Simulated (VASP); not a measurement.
# Sc (P1) in VASP: notebook

The runs below take Sc through single point, with PBEsol.

All numbers are computed with VASP 6.6.1; they aren't measurements. Logs are shortened: lines on timing, memory, paths and dates and some standing lists are left out, and cuts for length are marked.

### 1 The cell of the first run

The typed cell holds 4 atoms: a = 6.581 Å, b = 6.581 Å, c = 3.291 Å, α = 60.00°, β = 60.00°, γ = 60.00°.

### 2 Single point, PBEsol

INCAR reads:

```
PREC = Accurate ; ENCUT = 520
EDIFF = 1E-6 ; ISMEAR = -1
SIGMA = 0.08 ; LREAL = F
LASPH = T ; NELM = 100
ALGO = Normal ; ISIF = 2
LWAVE = F ; LCHARG = F
GGA = PS ; NBANDS = 30
```

KPOINTS reads:

```
Automatic mesh
0
Gamma
  4 4 7
```

POSCAR reads:

```
Sc
1.0
    0.0000000000      4.6536924094      4.6536924094
    4.6536924094      0.0000000000      4.6536924094
    2.3268462047      2.3268462047      0.0000000000
Sc
4
Direct
    0.0062707196     -0.0250613899      0.0128409862
   -0.0065128928      0.5033882332      0.0166534427
    0.5072886844      0.0032328093     -0.0223287211
    0.4929535084      0.5184403669     -0.0071654929
```

Potentials or basis: VASP PAW PBE potentials, release 64 (Sc_sv).

The run is started by

```sh
$ cat potpaw_PBE.64/Sc_sv/POTCAR > POTCAR
$ mpirun -np 1 vasp_std > vasp.out
```

OUTCAR:

```text
PREC = Accurate
   ENCUT = 520
   EDIFF = 1E-6
   ISMEAR = -1
   LREAL = F
   LASPH = T
   NELM = 100
   ISIF = 2
   GGA = PS

 ion  position               nearest neighbor table
   1  0.006  0.975  0.013-   4 3.11   2 3.14   2 3.21   3 3.23   3 3.25   3 3.34   3 3.36   2 3.38

   2  0.993  0.503  0.017-   1 3.14   1 3.21   3 3.25   4 3.25   4 3.29   4 3.30   4 3.33   3 3.34
                             1 3.38
   3  0.507  0.003  0.978-   4 3.21   1 3.23   2 3.25   1 3.25   4 3.27   4 3.32   1 3.34   2 3.34
                             1 3.36   4 3.37
   4  0.493  0.518  0.993-   1 3.11   3 3.21   2 3.25   3 3.27   2 3.29   2 3.30   3 3.32   2 3.33
                             3 3.37

  LATTYP: Found a base centered orthorhombic cell.
 ALAT       =     6.5813149205
 B/A-ratio  =     1.4142135624
 C/A-ratio  =     0.5000000000

  Lattice vectors:

 A1 = (  -2.3268462047,   2.3268462047,  -4.6536924094)
 A2 = (  -2.3268462047,   2.3268462047,   4.6536924094)
 A3 = (   2.3268462047,   2.3268462047,   0.0000000000)

Analysis of symmetry for initial positions (statically):
=====================================================================
 Subroutine PRICEL returns:
 Original cell was already a primitive cell.

 Routine SETGRP: Setting up the symmetry group for a
 base centered orthorhombic supercell.

 Subroutine GETGRP returns: Found  1 space group operations
 (whereof  1 operations were pure point group operations)
 out of a pool of  8 trial point group operations.

The static configuration has the point symmetry C_1 .

Analysis of symmetry for dynamics (positions and initial velocities):
=====================================================================
 Subroutine PRICEL returns:
 Original cell was already a primitive cell.

 Routine SETGRP: Setting up the symmetry group for a
 base centered orthorhombic supercell.

 Subroutine GETGRP returns: Found  1 space group operations
 (whereof  1 operations were pure point group operations)
 out of a pool of  8 trial point group operations.

The dynamic configuration has the point symmetry C_1 .

 Subroutine INISYM returns: Found  1 space group operations
 (whereof  1 operations are pure point group operations),
 and found     1 'primitive' translations

----------------------------------------------------------------------------------------

                                     Primitive cell

  volume of cell :     100.7843

  direct lattice vectors                    reciprocal lattice vectors
     0.000000000  4.653692409  4.653692409    -0.107441566  0.107441566  0.107441566
     4.653692409  0.000000000  4.653692409     0.107441566 -0.107441566  0.107441566
     2.326846205  2.326846205  0.000000000     0.214883132  0.214883132 -0.214883132

  length of vectors
     6.581314920  6.581314920  3.290657460     0.186094251  0.186094251  0.372188502

  position of ions in fractional coordinates (direct lattice)
     0.006270720  0.974938610  0.012840986
     0.993487107  0.503388233  0.016653443
     0.507288684  0.003232809  0.977671279
     0.492953508  0.518440367  0.992834507

  ion indices of the primitive-cell ions
   primitive index   ion index
                 1           1
                 2           2
                 3           3
                 4           4

----------------------------------------------------------------------------------------

 KPOINTS: Automatic mesh

Automatic generation of k-mesh.
 Grid dimensions read from file:
 generate k-points for:    4    4    7

 Generating k-lattice:

  Cartesian coordinates                     Fractional coordinates (reciprocal lattice)
    -0.026860391  0.026860391  0.026860391     0.250000000  0.000000000  0.000000000
     0.026860391 -0.026860391  0.026860391     0.000000000  0.250000000  0.000000000
     0.030697590  0.030697590 -0.030697590     0.000000000  0.000000000  0.142857143

  Length of vectors
     0.046523563  0.046523563  0.053169786

  Shift w.r.t. Gamma in fractional coordinates (k-lattice)
     0.000000000  0.000000000  0.000000000

 -----------------------------------------------------------------------------
|                                                                             |
|           W    W    AA    RRRRR   N    N  II  N    N   GGGG   !!!           |
|           W    W   A  A   R    R  NN   N  II  NN   N  G    G  !!!           |
|           W    W  A    A  R    R  N N  N  II  N N  N  G       !!!           |
|           W WW W  AAAAAA  RRRRR   N  N N  II  N  N N  G  GGG   !            |
|           WW  WW  A    A  R   R   N   NN  II  N   NN  G    G                |
|           W    W  A    A  R    R  N    N  II  N    N   GGGG   !!!           |
|                                                                             |
|     Your reciprocal lattice and k-lattice belong to different lattice       |
|     classes:                                                                |
|                                                                             |
|        The reciprocal lattice is base centered orthorhombic,                |
|        whereas your k-lattice is base-centered monoclinic.                  |
|                                                                             |
|     Results are often still useful ...                                      |
|                                                                             |
 -----------------------------------------------------------------------------

 WARNING: IBZKPT: internal override: KBLOWUP is changed to .FALSE.
      ... skipping the blow-up phase ...

 Subroutine IBZKPT returns following result:
 ===========================================

 Found     58 irreducible k-points:

 Following reciprocal coordinates:
            Coordinates               Weight
  0.000000  0.000000  0.000000      1.000000
  0.250000  0.000000  0.000000      2.000000
  0.500000  0.000000  0.000000      1.000000
  0.000000  0.250000  0.000000      2.000000
  0.250000  0.250000  0.000000      2.000000
  0.500000  0.250000  0.000000      2.000000
[... 16 lines left out ...]
  0.000000 -0.250000  0.142857      2.000000
  0.250000 -0.250000  0.142857      2.000000
 [... further k-points ...]
   k-points           NKPTS =     58   k-points in BZ     NKDIM =     58   number of bands    NBANDS=     30
   number of dos      NEDOS =    301   number of ions     NIONS =      4
   total plane-waves  NPLWV =  60000
   dimension x,y,z NGX =    50 NGY =   50 NGZ =   24
   dimension x,y,z NGXF=   100 NGYF=  100 NGZF=   48
   ions per type =               4
   NGX,Y,Z   is equivalent  to a cutoff of  12.63, 12.63, 12.12 a.u.
   NGXF,Y,Z  is equivalent  to a cutoff of  25.26, 25.26, 24.25 a.u.
 SYSTEM =  unknown system
   PREC   = accura    normal or accurate (medium, high low for compatibility)
   ISTART =      0    job   : 0-new  1-cont  2-samecut
   ICHARG =      2    charge: 1-file 2-atom 10-const
   ISPIN  =      1    spin polarized calculation?
   LNONCOLLINEAR =      F non collinear calculations
   LSORBIT =      F    spin-orbit coupling
   LASPH  =      T    aspherical Exc in radial PAW
   ENCUT  =  520.0 eV  38.22 Ry    6.18 a.u.  12.24 12.24  6.12*2*pi/ulx,y,z
   NELM   =    100;   NELMIN=  2; NELMDL= -5     # of ELM steps
   EDIFF  = 0.1E-05   stopping-criterion for ELM
   LREAL  =      F    real-space projection
   EDIFFG = 0.1E-04   stopping-criterion for IOM
   NSW    =      0    number of steps for IOM
   IBRION =     -1    ionic relax: 0-MD 1-quasi-New 2-CG
   NFREE  =      0    steps in history (QN), initial steepest desc. (CG)
   ISIF   =      2    stress and relaxation
   ISYM   =      2    0-nonsym 1-usesym 2-fastsym
   POTIM  = 0.5000    time-step for ionic-motion
   TEBEG  =    0.0;   TEEND  =   0.0 temperature during run
   PSTRESS=    0.0 pullay stress
   NELECT =      44.0000    total number of electrons
   NUPDOWN=      -1.0000    fix difference up-down
   EMIN   =  10.00;   EMAX   =-10.00  energy-range for DOS
   EFERMI =   0.00;   METHOD = LEGACY
   ISMEAR =    -1;   SIGMA  =   0.08  broadening in eV -4-tet -1-fermi 0-gaus
   EFERMI_NEDOS =   21; number of points for ismear=-14 and -15
   IALGO  =     38    algorithm
   IMIX   =      4    mixing-type and parameters
     AMIX     =   0.40;   BMIX     =  1.00
     AMIX_MAG =   1.60;   BMIX_MAG =  1.00
  volume/ion in A,a.u.               =      25.20       170.03
  Fermi-wavevector in a.u.,A,eV,Ry     =   1.241923  2.346894 20.985259  1.542373
  Thomas-Fermi vector in A             =   2.376300
   LORBIT       =      0    0 simple, 1 ext, 2 COOP (PROOUT), +10 PAW based schemes
   GGA     = PS    functional components
   LHFCALC =     F    Hartree Fock is set to
   AEXX    =    0.0000 exact exchange contribution
   IVDW    =     0    specifies the selected vdW correction
   LEPSILON=     F    determine dielectric tensor
   LRPA    =     F    only Hartree local field effects (RPA)
 non-spin polarized calculation
  energy-cutoff  :      520.00
  volume of cell :      100.78
 maximum number of plane-waves:      2737
 NGX is ok and might be reduce to    50
   NGX = 25   NGY = 25   NGZ = 13

 number of electron      43.9999998 magnetization

 Free energy of the ion-electron system (eV)
  ---------------------------------------------------
  ext. energy  EPLUGINS =         0.00000000
  ---------------------------------------------------
  free energy    TOTEN  =       -26.19638619 eV

  energy without entropy =      -26.01998141  energy(sigma->0) =      -26.10818380

 E-fermi :   3.5009     XC(G=0):  -9.8927

 val. band max:        3.4967093425   @ k =   0.5000   0.2500   0.0000
 cond. band min:       3.5012741566   @ k =   0.2500   0.0000   0.0000
 fundamental gap:      0.0045648141
 Fermi energy:         3.5009005890

 k-point     1 :       0.0000    0.0000    0.0000
  band No.  band energies     occupation
      1     -45.7670      2.00000
      2     -45.7166      2.00000
      3     -45.7013      2.00000
      4     -45.6855      2.00000
      5     -24.6649      2.00000
      6     -24.6536      2.00000
[... 22 lines left out ...]
     29       5.0519      0.00000
     30       5.1266      0.00000
[... 728 lines left out ...]
  band No.  band energies     occupation
      1     -45.7424      2.00000
      2     -45.7255      2.00000
      3     -45.7016      2.00000
      4     -45.6874      2.00000
      5     -24.5851      2.00000
      6     -24.5671      2.00000
[... 22 lines left out ...]
     29       5.4517      0.00000
     30       5.5092      0.00000

 [... further k-points ...]

------------------------ aborting loop because EDIFF is reached ----------------------------------------

  FORCE on cell =-STRESS in cart. coord.  units (eV):
  Direction    XX          YY          ZZ          XY          YZ          ZX
  --------------------------------------------------------------------------------------
  -------------------------------------------------------------------------------------
  Total       -1.7251012     -1.8085140     -1.8923720     -0.1785789      0.0419461      0.1098685
  in kB      -27.4240839    -28.7501048    -30.0832033     -2.8388838      0.6668209      1.7465887
  external PRESSURE =     -28.7524640 kB  Pullay stress =       0.0000000 kB

 VOLUME and BASIS-vectors are now :
 -----------------------------------------------------------------------------
  energy-cutoff  :      520.00
  volume of cell :      100.78
      direct lattice vectors                 reciprocal lattice vectors
     0.000000000  4.653692409  4.653692409    -0.107441566  0.107441566  0.107441566
     4.653692409  0.000000000  4.653692409     0.107441566 -0.107441566  0.107441566
     2.326846205  2.326846205  0.000000000     0.214883132  0.214883132 -0.214883132

 POSITION                                       TOTAL-FORCE (eV/Angst)
 -----------------------------------------------------------------------------------
      4.56694      0.05906      4.56625         0.309057     -0.245068      0.325035
      2.38136      4.66213      6.96600        -0.252322      0.117878     -0.146247
      2.28994      4.63566      2.37581         0.146520     -0.059604     -0.029465
      4.72284      4.60423      4.70672        -0.203255      0.186795     -0.149324
 -----------------------------------------------------------------------------------
    total drift:                               -0.000027      0.000381     -0.000493

  FREE ENERGIE OF THE ION-ELECTRON SYSTEM (eV)
  ---------------------------------------------------
  free  energy   TOTEN  =       -26.1963861941 eV

  energy  without entropy=      -26.0199814127  energy(sigma->0) =      -26.10818380
```

Wall time 3.2 min (1 thread of Intel Xeon Platinum 8175M at 2.50GHz (Skylake/Cascade Lake), shared host); peak memory 0.3 GiB.

What came out:

| Quantity | Value |
| --- | --- |
| Free energy | -26.1964 eV |
| Pressure | -2.9 GPa |
| Largest force | 0.511 eV/Å |
| Band gap on the k mesh | zero (band 22 reaches 3.76 eV, above the bottom of band 23 at 3.16 eV) |

Forces in eV/Å, atoms in the order of the input:
```
Sc   0.309 -0.245  0.325
Sc  -0.252  0.118 -0.146
Sc   0.147 -0.060 -0.029
Sc  -0.203  0.187 -0.149
```

Levels at points of the mesh, in eV from the Fermi level:
| k point | band 20 | band 21 | band 22 | band 23 | band 24 | band 25 |
| --- | --- | --- | --- | --- | --- | --- |
| (0.00, 0.00, 0.00) | -1.47 | -0.60 | 0.19 | 0.22 | 1.36 | 1.43 |
| (0.50, 0.00, 0.00) | -1.12 | -0.39 | -0.13 | 0.66 | 0.71 | 0.76 |
| (0.00, 0.50, 0.00) | -1.17 | -0.27 | -0.24 | 0.48 | 0.73 | 0.93 |
| (0.50, 0.50, 0.00) | -1.80 | 0.17 | 0.26 | 0.40 | 0.46 | 0.68 |

Caveat: the PAW data sets were made with another functional, which shifts forces and pressure a little.

### 3 Single point, PBEsol

INCAR reads:

```
SYSTEM = Sc
PREC     = Accurate       ! precision mode
ENCUT    = 520            ! plane-wave cutoff, eV
EDIFF    = 1E-7           ! SCF threshold, eV
ISMEAR   = -1             ! smearing method
SIGMA    = 0.08           ! smearing width, eV
LREAL    = .False.        ! projectors in reciprocal space
LASPH    = .True.         ! aspherical terms in the spheres
NELM     = 100            ! most SCF steps
ALGO     = Normal         ! electronic algorithm
ISIF     = 2              ! what is computed and relaxed
LWAVE    = .False.        ! write WAVECAR
LCHARG   = .True.         ! write CHGCAR
GGA      = PS             ! functional
LELF     = .True.         ! ELF
LVHAR    = .True.       
NBANDS   = 30             ! bands
```

KPOINTS reads:

```
Automatic mesh
0
Gamma
  4 4 7
  0 0 0
```

POSCAR reads:

```
Sc
1.0
    0.0000000000      4.6536924094      4.6536924094
    4.6536924094      0.0000000000      4.6536924094
    2.3268462047      2.3268462047      0.0000000000
Sc
4
Direct
    0.0062710419     -0.0250621420      0.0128407713
   -0.0065132152      0.5033879109      0.0166549469
    0.5072887918      0.0032335614     -0.0223302253
    0.4929532935      0.5184407966     -0.0071654929
```

Potentials or basis: VASP PAW PBE potentials, release 64 (Sc_sv).

The run is started by

```sh
$ cat potpaw_PBE.64/Sc_sv/POTCAR > POTCAR
$ mpirun -np 1 vasp_std > vasp.out
```

Run time: 3.7 min. Hardware: 1 thread of Intel Xeon Platinum 8175M at 2.50GHz (Skylake/Cascade Lake), shared host; peak memory 0.3 GiB.

Results (log left out):

```
Free energy            : -26.1964 eV
Pressure               : -2.9 GPa
Largest force          : 0.512 eV/Å
Band gap on the k mesh : zero (band 22 reaches 3.76 eV, above the bottom of band 23 at 3.16 eV)
```

Forces in eV/Å, atoms in the order of the input:
```
Sc   0.309 -0.245  0.325
Sc  -0.253  0.118 -0.146
Sc   0.147 -0.060 -0.029
Sc  -0.203  0.187 -0.150
```

Stress tensor (GPa, compression positive):
```
-2.75 -0.28  0.17
-0.28 -2.88  0.07
 0.17  0.07 -3.01
```

Levels at points of the mesh, in eV from the Fermi level:
```csv
k point,band 18,band 19,band 20,band 21,band 22,band 23,band 24,band 25,band 26,band 27
"(0.00, 0.00, 0.00)",-1.75,-1.74,-1.47,-0.60,0.19,0.22,1.37,1.43,1.45,1.48
"(0.50, 0.00, 0.00)",-3.71,-1.30,-1.12,-0.39,-0.13,0.66,0.71,0.76,1.00,1.69
"(0.00, 0.50, 0.00)",-3.67,-1.26,-1.17,-0.27,-0.24,0.48,0.73,0.93,1.05,1.70
"(0.50, 0.50, 0.00)",-3.27,-1.83,-1.80,0.17,0.26,0.40,0.46,0.68,0.77,1.58
```

Caveat: the PAW data sets were made with another functional, which shifts forces and pressure a little.
